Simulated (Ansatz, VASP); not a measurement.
LaTlO2: VASP beside Ansatz

The input INCAR:

```
  ALGO = Normal
  EDIFF = 1E-6
  ENCUT = 520
  GGA = PS
  ISIF = 2
  ISMEAR = -1
  LASPH = True
  LCHARG = False
  LREAL = False
  LWAVE = False
  NBANDS = 26
  NELM = 60
  PREC = Accurate
  SIGMA = 0.02
```

KPOINTS

```
k-points
0
Gamma
  6 6 4
```

Contents of POSCAR:

```
LaTlO2
1.0
    3.7807354243      0.0000000000      0.0000000000
    0.0000000000      3.7807354243      0.0000000000
    0.0000000000      0.0000000000      5.0308832628
Tl O La
1 2 1
Direct
    0.0000000000      0.0000000000      0.0000000000
    0.0000000000      0.0000000000      0.5000000000
    0.5000000000      0.5000000000      0.0000000000
    0.5000000000      0.5000000000      0.5000000000
```

Input for Ansatz:

```yaml
crystal:
  lattice:
    - [3.7807354243, 0.0, 0.0]
    - [0.0, 3.7807354243, 0.0]
    - [0.0, 0.0, 5.0308832628]
  atoms:
    - { symbol: Tl, position: [0.0, 0.0, 0.0] }
    - { symbol: O, position: [0.0, 0.0, 0.5] }
    - { symbol: La, position: [0.5, 0.5, 0.5] }
    - { symbol: O, position: [0.5, 0.5, 0.0] }
kpoints:
  mp_grid: { grid: [6, 6, 4] }
hamiltonian:
  xc: pbesol
scf:
  occupations: { method: fermi_dirac, width: 0.02 }
  n_extra_bands: 5
output:
  forces: true
  stress: true
  eigenvalues: true
```

Alike in both runs: task single point; functional PBEsol; k mesh 6 × 6 × 4; occupations fermi-dirac, width 0.02 eV; no spin polarisation.

|  | VASP | Ansatz |
| --- | --- | --- |
| version | VASP 6.6.1 | Ansatz 0.2.0 |
| potentials or method | VASP PAW PBE potentials, release 64 (Tl_d, O, La) | plane waves, PAW |
| plane-wave cutoff (eV) | 520 | 420 |
| valence electrons in the cell | 36 | 36 |

```tsv
	VASP	Ansatz	Ansatz less VASP
pressure (GPa)	-3.4	-3.3	+0.13
```

VASP's potentials were made for PBE, not for PBEsol.

Spin-orbit coupling is off throughout.
